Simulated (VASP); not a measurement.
Wanted: the native input for a VASP 6.6.1 run.

```yaml
Task: single point
Functional: PBE
Potentials_or_basis: VASP PAW PBE potentials, release 64 (Ti_sv, W_sv)
Cutoff: 520 eV
k_mesh: 6 × 6 × 2
Occupations: gaussian, width 0.1 eV
Spin: collinear spin, ferromagnetic start
Starting_moments: "[1.0, 0.0, 0.0, 0.0] μB"
Dipole_correction: no
Further_INCAR_settings: ALGO = Normal; EDIFF = 1e-06; NBANDS = 39
```

The structure of TiW3 lies in POSCAR:

```
TiW3
1.0
    1.5957858121     -2.2611599394      0.0000000000
    1.5957858121      2.2611599394      0.0000000000
    0.0000000000      0.0000000000      8.9696641857
Ti W
1 3
Direct
    0.5000000000      0.5000000000      0.5000000000
    0.5000000000      0.5000000000      0.0000000000
    0.0000000000      0.0000000000      0.2487705628
    0.0000000000      0.0000000000      0.7512294372
```

The input as run:

INCAR

```
PREC = Accurate
ENCUT = 520
EDIFF = 1E-6
ISMEAR = 0
SIGMA = 0.1
LREAL = False
LASPH = True
NELM = 150
ALGO = Normal
ISIF = 2
LWAVE = False
LCHARG = False
ISPIN = 2
MAGMOM = 1 0 0 0
LORBIT = 11
LMAXMIX = 4
GGA = PE
NBANDS = 39
```

KPOINTS

```
Automatic mesh
0
Gamma
  6 6 2
```

Potentials or basis: VASP PAW PBE potentials, release 64 (Ti_sv, W_sv).

Launch:

```bash
$ cat potpaw_PBE.64/Ti_sv/POTCAR potpaw_PBE.64/W_sv/POTCAR > POTCAR
$ mpirun -np 1 vasp_std > vasp.out
```

It gave:

```
Pressure                                              : 0.3 GPa
Largest force                                         : 0.015 eV/Å
Band gap on the k mesh                                : zero (filled and empty bands overlap)
Net moment                                            : 0.00 μB per cell
Valence electrons inside the program's atomic spheres : Ti 10.32; W 12.07, 12.04
```

Caveat: the k points lie up to 0.40 Å⁻¹ apart; spin-orbit coupling is left out, which moves the levels of the heavy elements.

Run time: 2.5 min on 1 thread of Intel(R) Xeon(R) Platinum 8488C (Sapphire Rapids) (shared host), peak memory 0.28 GiB.
